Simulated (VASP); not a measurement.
# TiPt3 (Pm-3m) in VASP: further runs, part 2 of 2

VASP 6.6.1.

## Step 4: Single point, PBE

This run uses another cell than the first one, of 15.39 Å³/atom.

Contents of INCAR:

```
SYSTEM = TiPt3
PREC = Accurate ; ENCUT = 520
EDIFF = 1E-6 ; ISMEAR = 0
SIGMA = 0.1 ; LREAL = .False.
LASPH = .True. ; NELM = 100
ALGO = Fast ; ISIF = 2
LWAVE = .False. ; LCHARG = .False.
GGA = PE ; NBANDS = 29
```

Contents of KPOINTS:

```
regular mesh
0
Gamma
  10 10 10
  0 0 0
```

Contents of POSCAR:

```
TiPt3
1.0
    3.9481842894      0.0000000000      0.0000000000
    0.0000000000      3.9481842894      0.0000000000
    0.0000000000      0.0000000000      3.9481842894
Ti Pt
1 3
Direct
    0.0000000000      0.0000000000      0.0000000000
    0.0000000000      0.5000000000      0.5000000000
    0.5000000000      0.0000000000      0.5000000000
    0.5000000000      0.5000000000      0.0000000000
```

Potentials or basis: VASP PAW PBE potentials, release 64 (Ti_sv, Pt).

Run with:

```
$ cat potpaw_PBE.64/Ti_sv/POTCAR potpaw_PBE.64/Pt/POTCAR > POTCAR
$ mpirun -np 1 vasp_std > vasp.out
```

OUTCAR:

```text
SYSTEM = TiPt3
   PREC = Accurate
   ENCUT = 520
   EDIFF = 1E-6
   ISMEAR = 0
   LREAL = .False.
   LASPH = .True.
   NELM = 100
   ISIF = 2
   GGA = PE

 ion  position               nearest neighbor table
   1  0.000  0.000  0.000-   2 2.79   3 2.79   4 2.79   2 2.79   3 2.79   2 2.79   4 2.79   2 2.79
                             3 2.79   4 2.79   3 2.79   4 2.79
   2  0.000  0.500  0.500-   1 2.79   3 2.79   4 2.79   1 2.79   4 2.79   1 2.79   3 2.79   1 2.79
                             3 2.79   4 2.79   4 2.79   3 2.79
   3  0.500  0.000  0.500-   1 2.79   2 2.79   4 2.79   1 2.79   4 2.79   2 2.79   4 2.79   4 2.79
                             1 2.79   2 2.79   1 2.79   2 2.79
   4  0.500  0.500  0.000-   1 2.79   2 2.79   3 2.79   2 2.79   3 2.79   1 2.79   3 2.79   3 2.79
                             1 2.79   2 2.79   2 2.79   1 2.79

  LATTYP: Found a simple cubic cell.
 ALAT       =     3.9481842894

  Lattice vectors:

 A1 = (   3.9481842894,   0.0000000000,   0.0000000000)
 A2 = (   0.0000000000,   3.9481842894,   0.0000000000)
 A3 = (   0.0000000000,   0.0000000000,   3.9481842894)

Analysis of symmetry for initial positions (statically):
=====================================================================
 Subroutine PRICEL returns:
 Original cell was already a primitive cell.

 Routine SETGRP: Setting up the symmetry group for a
 simple cubic supercell.

 Subroutine GETGRP returns: Found 48 space group operations
 (whereof 48 operations were pure point group operations)
 out of a pool of 48 trial point group operations.

The static configuration has the point symmetry O_h .

Analysis of symmetry for dynamics (positions and initial velocities):
=====================================================================
 Subroutine PRICEL returns:
 Original cell was already a primitive cell.

 Routine SETGRP: Setting up the symmetry group for a
 simple cubic supercell.

 Subroutine GETGRP returns: Found 48 space group operations
 (whereof 48 operations were pure point group operations)
 out of a pool of 48 trial point group operations.

The dynamic configuration has the point symmetry O_h .
[... 120 lines left out ...]
   IALGO  =     68    algorithm
   IMIX   =      4    mixing-type and parameters
     AMIX     =   0.40;   BMIX     =  1.00
     AMIX_MAG =   1.60;   BMIX_MAG =  1.00
  volume/ion in A,a.u.               =      15.39       103.83
  Fermi-wavevector in a.u.,A,eV,Ry     =   1.441320  2.723700 28.264801  2.077404
  Thomas-Fermi vector in A             =   2.559966
   LORBIT       =      0    0 simple, 1 ext, 2 COOP (PROOUT), +10 PAW based schemes
   GGA     = PE    functional components
   LHFCALC =     F    Hartree Fock is set to
   AEXX    =    0.0000 exact exchange contribution
   IVDW    =     0    specifies the selected vdW correction
   LEPSILON=     F    determine dielectric tensor
   LRPA    =     F    only Hartree local field effects (RPA)
 non-spin polarized calculation
 RMM-DIIS sequential band-by-band and
 Gauss-broadening in eV      SIGMA  =   0.10
  energy-cutoff  :      520.00
  volume of cell :       61.54
 maximum number of plane-waves:      1683
 NGX is ok and might be reduce to    30
   NGX = 15   NGY = 15   NGZ = 15

 number of electron      42.0000003 magnetization

 Free energy of the ion-electron system (eV)
  ---------------------------------------------------
  ext. energy  EPLUGINS =         0.00000000
  ---------------------------------------------------
  free energy    TOTEN  =       -29.55979504 eV

  energy without entropy =      -29.55385358  energy(sigma->0) =      -29.55682431

 E-fermi :  11.1766     XC(G=0): -13.0564

 val. band max:       11.1640406255   @ k =   0.5000   0.1000   0.0000
 cond. band min:      11.1841186921   @ k =   0.0000   0.0000   0.0000
 fundamental gap:      0.0200780666
 Fermi energy:        11.1765736981

 k-point     1 :       0.0000    0.0000    0.0000
  band No.  band energies     occupation
      1     -47.0698      2.00000
      2     -23.2759      2.00000
      3     -23.2759      2.00000
      4     -23.2759      2.00000
      5       1.3307      2.00000
      6       4.1541      2.00000
[... 757 lines left out ...]
     28      16.0956      0.00000
     29      18.2855      0.00000

 [... further k-points ...]
[... 5 lines left out ...]
  --------------------------------------------------------------------------------------
  -------------------------------------------------------------------------------------
  Total       -0.1086998     -0.1086998     -0.1086998     -0.0000000     -0.0000000     -0.0000000
  in kB       -2.8297439     -2.8297439     -2.8297439     -0.0000000     -0.0000000     -0.0000000
  external PRESSURE =      -2.8297439 kB  Pullay stress =       0.0000000 kB

 VOLUME and BASIS-vectors are now :
 -----------------------------------------------------------------------------
  energy-cutoff  :      520.00
  volume of cell :       61.54
      direct lattice vectors                 reciprocal lattice vectors
     3.948184289  0.000000000  0.000000000     0.253280984  0.000000000  0.000000000
     0.000000000  3.948184289  0.000000000     0.000000000  0.253280984  0.000000000
     0.000000000  0.000000000  3.948184289     0.000000000  0.000000000  0.253280984

 POSITION                                       TOTAL-FORCE (eV/Angst)
 -----------------------------------------------------------------------------------
      0.00000      0.00000      0.00000         0.000000      0.000000      0.000000
      0.00000      1.97409      1.97409         0.000000      0.000000      0.000000
      1.97409      0.00000      1.97409         0.000000      0.000000      0.000000
      1.97409      1.97409      0.00000         0.000000      0.000000      0.000000
 -----------------------------------------------------------------------------------
    total drift:                                0.000000      0.000000     -0.000000

  FREE ENERGIE OF THE ION-ELECTRON SYSTEM (eV)
  ---------------------------------------------------
  free  energy   TOTEN  =       -29.5597950354 eV

  energy  without entropy=      -29.5538535792  energy(sigma->0) =      -29.55682431
```

stdout:

```text
POSCAR found type information on POSCAR TiPt
 POSCAR found :  2 types and       4 ions
 scaLAPACK will be used
 LDA part: xc-table for (Slater+PW92), standard interpolation
 POSCAR, INCAR and KPOINTS ok, starting setup
 FFT: planning ... GRIDC
 FFT: planning ... GRID_SOFT
 FFT: planning ... GRID
 WAVECAR not read
 entering main loop
WARNING in EDDRMM: call to ZHEGV failed, returncode =   8  4     10
WARNING in EDDRMM: call to ZHEGV failed, returncode =   8  4      7
WARNING in EDDRMM: call to ZHEGV failed, returncode =   8  4      9
WARNING in EDDRMM: call to ZHEGV failed, returncode =   6  3     27
WARNING in EDDRMM: call to ZHEGV failed, returncode =   6  3     24
WARNING in EDDRMM: call to ZHEGV failed, returncode =   6  3     20
WARNING in EDDRMM: call to ZHEGV failed, returncode =   8  4     15
```

Wall time 1.9 min (1 thread of AMD EPYC 9R45 (Zen 5), shared host); peak memory 0.19 GiB.

Results:

| Item | Value |
| --- | --- |
| Free energy | -29.5598 eV |
| Pressure | -0.3 GPa |
| Band gap on the k mesh | zero (bands 21 and 22 overlap by 1.76 eV) |

Caveat: spin-orbit coupling is left out, which moves the levels of the heavy elements.

## Step 5: Single point, PBE (15.85 Å³/atom)

This run uses another cell than the first one, of 15.85 Å³/atom.

Contents of INCAR:

```
SYSTEM = TiPt3
  PREC = Accurate
  ENCUT = 520
  EDIFF = 1E-7
  ISMEAR = 0
  SIGMA = 0.1
  LREAL = .False.
  LASPH = .True.
  NELM = 80
  ALGO = Normal
  ISIF = 2
  LWAVE = .False.
  LCHARG = .False.
  GGA = PE
  NBANDS = 29
```

Contents of KPOINTS:

```
Automatic mesh
0
Gamma
  10 10 10
  0 0 0
```

Contents of POSCAR:

```
TiPt3
1.0
    3.9872777654      0.0000000000      0.0000000000
    0.0000000000      3.9872777654      0.0000000000
    0.0000000000      0.0000000000      3.9872777654
Ti Pt
1 3
Direct
    0.0000000000      0.0000000000      0.0000000000
    0.0000000000      0.5000000000      0.5000000000
    0.5000000000      0.0000000000      0.5000000000
    0.5000000000      0.5000000000      0.0000000000
```

Run with:

```
$ cat potpaw_PBE.64/Ti_sv/POTCAR potpaw_PBE.64/Pt/POTCAR > POTCAR
$ mpirun -np 1 vasp_std > vasp.out
```

It took 55 s on 1 thread of AMD EPYC 9R45 (Zen 5), shared host; peak memory 0.2 GiB.

The run converged. Its results:

| Property | Result |
| --- | --- |
| Free energy | -29.5187 eV |
| Pressure | -6.8 GPa |
| Band gap on the k mesh | zero (bands 21 and 22 overlap by 1.70 eV) |

Levels at points of the mesh, in eV from the Fermi level:
```tsv
k point	band 18	band 19	band 20	band 21	band 22	band 23	band 24	band 25
(0.00, 0.00, 0.00)	-0.01	-0.01	-0.01	1.24	1.24	1.62	1.62	1.62
(0.50, 0.00, 0.00)	-2.44	-2.38	-1.28	-0.17	-0.17	-0.01	0.45	0.69
(0.50, 0.50, 0.00)	-2.83	-2.19	-2.12	-2.05	0.20	0.20	0.36	1.33
(0.50, 0.50, 0.50)	-0.54	-0.54	-0.54	-0.46	-0.46	-0.46	1.06	1.06
```

Caveat: the cell stands under tension; spin-orbit coupling is left out, which moves the levels of the heavy elements.

## Step 6: Overview

```tsv
cell	gap on the mesh (eV)	pressure (GPa)
a = 3.868 Å, 4 atoms	none	16.6
a = 3.908 Å, 4 atoms	none	7.3
a = 3.948 Å, 4 atoms	none	-0.3
a = 3.987 Å, 4 atoms	none	-6.8
```

Alike in all rows: task single point; level PBE; potentials or basis VASP PAW PBE potentials, release 64 (Ti_sv, Pt); no spin polarisation; k mesh 10 × 10 × 10; cutoff (eV) 520; smearing gaussian 0.1 eV.

Caveats: spin-orbit coupling is left out, which moves the levels of the heavy elements; the cell stands under pressure (at least some runs); the cell stands under tension (at least some runs).

Absolute energies hang on the potentials; compare differences alone.

The gap in the log of VASP goes by the Fermi energy; the results here count the filled bands.